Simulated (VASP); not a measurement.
# GdO (F-43m) in VASP: settings compared, part 2 of 2

VASP 6.6.1.

**5. Single point, PBEsol+U, collinear spin, ferromagnetic start**

Contents of POSCAR:

```
GdO
1.0
    0.0000000000      2.7000000000      2.7000000000
    2.7000000000      0.0000000000      2.7000000000
    2.7000000000      2.7000000000      0.0000000000
Gd O
1 1
Direct
    0.0000000000      0.0000000000      0.0000000000
    0.7500000000      0.7500000000      0.7500000000
```

Contents of INCAR.step1:

```
SYSTEM = GdO
PREC = Accurate
ENCUT = 520
EDIFF = 1E-6
ISMEAR = -1
SIGMA = 0.05
LREAL = .False.
LASPH = .True.
NELM = 150
ALGO = Normal
ISIF = 2
LWAVE = .False.
LCHARG = .True.
ISPIN = 2
MAGMOM = 7 0
LMAXMIX = 6
LDAU = .True.
LDAUTYPE = 2
LDAUL = 3 -1
LDAUU = 2 0
LDAUJ = 0 0
LDAUPRINT = 1
GGA = PS
NBANDS = 23
```

Contents of KPOINTS.step1:

```
Automatic mesh
0
Gamma
  9 9 9
  0 0 0
```

Contents of INCAR.step2:

```
SYSTEM = GdO
PREC = Accurate
ENCUT = 520
EDIFF = 1E-6
ISMEAR = -5
SIGMA = 0.05
LREAL = .False.
LASPH = .True.
NELM = 150
ALGO = Normal
ISIF = 2
LWAVE = .False.
LCHARG = .False.
ISPIN = 2
MAGMOM = 7 0
LORBIT = 11
LMAXMIX = 6
LDAU = .True.
LDAUTYPE = 2
LDAUL = 3 -1
LDAUU = 2 0
LDAUJ = 0 0
LDAUPRINT = 1
GGA = PS
NBANDS = 23
NEDOS = 2001
ICHARG = 11
```

Contents of KPOINTS.step2:

```
Automatic mesh
0
Gamma
  14 14 14
  0 0 0
```

Launch:

```bash
$ cat potpaw_PBE.64/Gd/POTCAR potpaw_PBE.64/O/POTCAR > POTCAR
$ cp INCAR.step1 INCAR
$ cp KPOINTS.step1 KPOINTS
$ mpirun -np 1 vasp_std > vasp.out
$ cp INCAR.step2 INCAR
$ cp KPOINTS.step2 KPOINTS
$ mpirun -np 1 vasp_std > vasp.out
```

Wall time 2.3 min (1 thread of Intel Xeon Platinum 8559C (Emerald Rapids), shared host); peak memory 0.28 GiB.

The run converged. Its results:

| Quantity | Value |
| --- | --- |
| Net moment | 7.83 μB per cell |
| Site moments | Gd +7.03; O -0.00 μB |
| Valence electrons inside the program's atomic spheres | Gd 15.15; O 4.97 |

Levels at points of the mesh, in eV from the Fermi level:
Spin up:
| k point | band 14 | band 15 | band 16 | band 17 | band 18 | band 19 |
| --- | --- | --- | --- | --- | --- | --- |
| (0.00, 0.00, 0.00) | -5.48 | -5.48 | -2.39 | 2.37 | 2.37 | 4.36 |
| (0.50, 0.00, 0.00) | -5.14 | -5.14 | 0.11 | 2.26 | 2.26 | 2.78 |
| (0.50, 0.50, 0.00) | -4.45 | -4.45 | -0.98 | 0.87 | 3.94 | 4.44 |
Spin down:
| k point | band 6 | band 7 | band 8 | band 9 | band 10 | band 11 |
| --- | --- | --- | --- | --- | --- | --- |
| (0.00, 0.00, 0.00) | -5.55 | -5.55 | -5.55 | -1.29 | 0.90 | 0.90 |
| (0.50, 0.00, 0.00) | -5.15 | -5.15 | -5.12 | 0.52 | 0.76 | 0.90 |
| (0.50, 0.50, 0.00) | -6.09 | -4.45 | -4.45 | 0.62 | 0.64 | 0.88 |

Eigenvalues of the final occupation matrices:
```
    site  spin  trace                         eigenvalues
site 1 f     1   6.93  0.99 0.99 0.99 0.99 0.99 0.99 0.99
site 1 f     2   0.06  0.01 0.01 0.01 0.01 0.01 0.01 0.03
```

Caveat: spin-orbit coupling is left out, which moves the levels of the heavy elements; a cell with one magnetic atom can't hold antiferromagnetic order, which such compounds often take. The state reached can hang on the start; a lower one may exist.

**6. Single point, PBEsol+U, collinear spin, ferromagnetic start**

POSCAR is that of step 5.

Contents of INCAR.step1:

```
  PREC = Accurate
  ENCUT = 520
  EDIFF = 1E-7
  ISMEAR = -1
  SIGMA = 0.05
  LREAL = False
  LASPH = True
  NELM = 150
  ALGO = Normal
  ISIF = 2
  LWAVE = False
  LCHARG = True
  ISPIN = 2
  MAGMOM = 7 0
  LMAXMIX = 6
  LDAU = True
  LDAUTYPE = 2
  LDAUL = 3 -1
  LDAUU = 3 0
  LDAUJ = 0 0
  LDAUPRINT = 1
  GGA = PS
  NBANDS = 23
```

Contents of KPOINTS.step1:

```
regular mesh
0
Gamma
  9 9 9
```

Contents of INCAR.step2:

```
  PREC = Accurate
  ENCUT = 520
  EDIFF = 1E-7
  ISMEAR = -5
  SIGMA = 0.05
  LREAL = False
  LASPH = True
  NELM = 150
  ALGO = Normal
  ISIF = 2
  LWAVE = False
  LCHARG = False
  ISPIN = 2
  MAGMOM = 7 0
  LORBIT = 10
  LMAXMIX = 6
  LDAU = True
  LDAUTYPE = 2
  LDAUL = 3 -1
  LDAUU = 3 0
  LDAUJ = 0 0
  LDAUPRINT = 1
  GGA = PS
  NEDOS = 2001
  ICHARG = 11
```

Contents of KPOINTS.step2:

```
regular mesh
0
Gamma
  14 14 14
```

Potentials or basis: VASP PAW PBE potentials, release 64 (Gd, O).

Launch:

```bash
$ cat potpaw_PBE.64/Gd/POTCAR potpaw_PBE.64/O/POTCAR > POTCAR
$ cp INCAR.step1 INCAR
$ cp KPOINTS.step1 KPOINTS
$ mpirun -np 1 vasp_std > vasp.out
$ cp INCAR.step2 INCAR
$ cp KPOINTS.step2 KPOINTS
$ mpirun -np 1 vasp_std > vasp.out
```

It took 2.1 min on 1 thread of Intel Xeon Platinum 8559C (Emerald Rapids), shared host; peak memory 0.28 GiB.

Results (log left out):

```yaml
Net_moment: 7.85 μB per cell
Site_moments: Gd +7.05; O -0.00 μB
Valence_electrons_inside_the_program's_atomic_spheres: Gd 15.14; O 4.98
```

Levels at points of the mesh, in eV from the Fermi level:
Spin up:
| k point | band 13 | band 14 | band 15 | band 16 | band 17 | band 18 | band 19 | band 20 |
| --- | --- | --- | --- | --- | --- | --- | --- | --- |
| (0.00, 0.00, 0.00) | -5.57 | -5.57 | -5.57 | -2.42 | 2.36 | 2.36 | 4.35 | 4.35 |
| (0.50, 0.00, 0.00) | -5.40 | -5.19 | -5.19 | 0.09 | 2.25 | 2.25 | 2.77 | 4.41 |
| (0.50, 0.50, 0.00) | -6.08 | -4.47 | -4.47 | -0.99 | 0.86 | 3.93 | 4.42 | 4.42 |
Spin down:
```tsv
k point	band 6	band 7	band 8	band 9	band 10	band 11
(0.00, 0.00, 0.00)	-5.54	-5.54	-5.54	-1.25	1.33	1.33
(0.50, 0.00, 0.00)	-5.14	-5.14	-5.11	0.81	1.17	1.32
(0.50, 0.50, 0.00)	-6.08	-4.43	-4.43	0.73	0.91	1.32
```

Eigenvalues of the final occupation matrices:
```
    site  spin  trace                         eigenvalues
site 1 f     1   6.94  0.99 0.99 0.99 0.99 0.99 0.99 1.00
site 1 f     2   0.05  0.00 0.00 0.00 0.00 0.00 0.00 0.02
```

Caveat: spin-orbit coupling is left out, which moves the levels of the heavy elements; a cell with one magnetic atom can't hold antiferromagnetic order, which such compounds often take. The state reached can hang on the start; a lower one may exist.

**7. The runs side by side**

| task | level | U | k mesh | k mesh for the DOS | occupations for the DOS | moment (μB) |
| --- | --- | --- | --- | --- | --- | --- |
| vibrations by perturbation theory | PBEsol | - | 8 × 8 × 8 | - | - | 7.48 |
| single point | PBEsol | - | 9 × 9 × 9 | 14 × 14 × 14 | tetrahedron | 7.52 |
| single point | PBEsol+U | Gd f U = 1.0 eV | 9 × 9 × 9 | 14 × 14 × 14 | tetrahedron | 7.70 |
| single point | PBEsol+U | Gd f U = 2.0 eV | 9 × 9 × 9 | 14 × 14 × 14 | tetrahedron | 7.83 |
| single point | PBEsol+U | Gd f U = 3.0 eV | 9 × 9 × 9 | 14 × 14 × 14 | tetrahedron | 7.85 |

Alike in all rows: potentials or basis VASP PAW PBE potentials, release 64 (Gd, O); spin collinear, ferromagnetic start; cell as given; cutoff (eV) 520; smearing fermi-dirac 0.05 eV.

Caveats: spin-orbit coupling is left out, which moves the levels of the heavy elements; a cell with one magnetic atom can't hold antiferromagnetic order, which such compounds often take; semilocal functionals describe open f shells poorly, which spoils levels, moments and volumes (at least some runs).

Absolute energies hang on the potentials; compare differences alone.
